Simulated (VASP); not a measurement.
Input of a VASP 6.6.1 run:

Contents of INCAR:

```
SYSTEM = Ag
PREC = Accurate ; ENCUT = 520
EDIFF = 1E-6 ; ISMEAR = 0
SIGMA = 0.15 ; LREAL = .FALSE.
LASPH = .TRUE. ; NELM = 60
ALGO = Fast ; ISIF = 2
LWAVE = .FALSE. ; LCHARG = .TRUE.
GGA = PS ; LELF = .TRUE.
LVHAR = .TRUE. ; NBANDS = 12
```

KPOINTS

```
regular mesh
0
G
  20 20 20
  0 0 0
```

Contents of POSCAR:

```
Ag
1.0
    0.0000000000      1.8796520000      2.0431000000
    1.8796520000      0.0000000000      2.0431000000
    1.8796520000      1.8796520000      0.0000000000
Ag
1
Direct
    0.0000000000      0.0000000000      0.0000000000
```

Potentials or basis: VASP PAW PBE potentials, release 64 (Ag).

Command:

```sh
$ cat potpaw_PBE.64/Ag/POTCAR > POTCAR
$ mpirun -np 1 vasp_std > vasp.out
```

Estimate the pressure.

25.4 GPa.

Stress tensor (GPa, compression positive):
```
27.94  0.00  0.00
 0.00 27.94  0.00
 0.00  0.00 20.37
```

Caveat: the cell differs from its parent crystal (strain -0.080 along x and y, +0.000 along z); the PAW data sets were made with another functional, which shifts forces and pressure a little.
